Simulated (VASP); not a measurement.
Here is a VASP 6.6.1 calculation.

The input INCAR:

```
PREC     = Accurate       # precision mode
ENCUT    = 520            # plane-wave cutoff, eV
EDIFF    = 1E-8           # SCF threshold, eV
ISMEAR   = -1             # smearing method
SIGMA    = 0.03           # smearing width, eV
LREAL    = False          # projectors in reciprocal space
LASPH    = True           # aspherical terms in the spheres
NELM     = 60             # most SCF steps
ALGO     = Normal         # electronic algorithm
ISIF     = 2              # what is computed and relaxed
LWAVE    = False          # write WAVECAR
LCHARG   = False          # write CHGCAR
GGA      = PE             # functional
LEFG     = True         
NBANDS   = 15             # bands
```

Contents of KPOINTS:

```
Automatic mesh
0
Gamma
  16 16 9
```

The input POSCAR:

```
Os
1.0
    2.7065705794      0.0000000000      0.0000000000
   -1.3532852897      2.3439588789      0.0000000000
    0.0000000000      0.0000000000      4.2742997921
Os
2
Direct
    0.3333333333      0.6666666667      0.2500000000
    0.6666666667      0.3333333333      0.7500000000
```

Potentials or basis: VASP PAW PBE potentials, release 64 (Os).

Run with:

```console
$ cat potpaw_PBE.64/Os/POTCAR > POTCAR
$ mpirun -np 1 vasp_std > vasp.out
```

Estimate the band gap on the k mesh.

zero (band 8 reaches 12.10 eV, above the bottom of band 9 at 8.07 eV).

What does it give for the pressure?

23.5 GPa.

Electric field gradients, principal values (V/Å²):
```
atom   least  middle  greatest (by size)
1 Os  42.148  42.149             -84.297
2 Os  42.148  42.149             -84.297
```

Caveat: without QUAD_EFG the Cq values of the log hold for a quadrupole moment of 1 mb, not for the nuclei; spin-orbit coupling is left out, which moves the levels of the heavy elements.
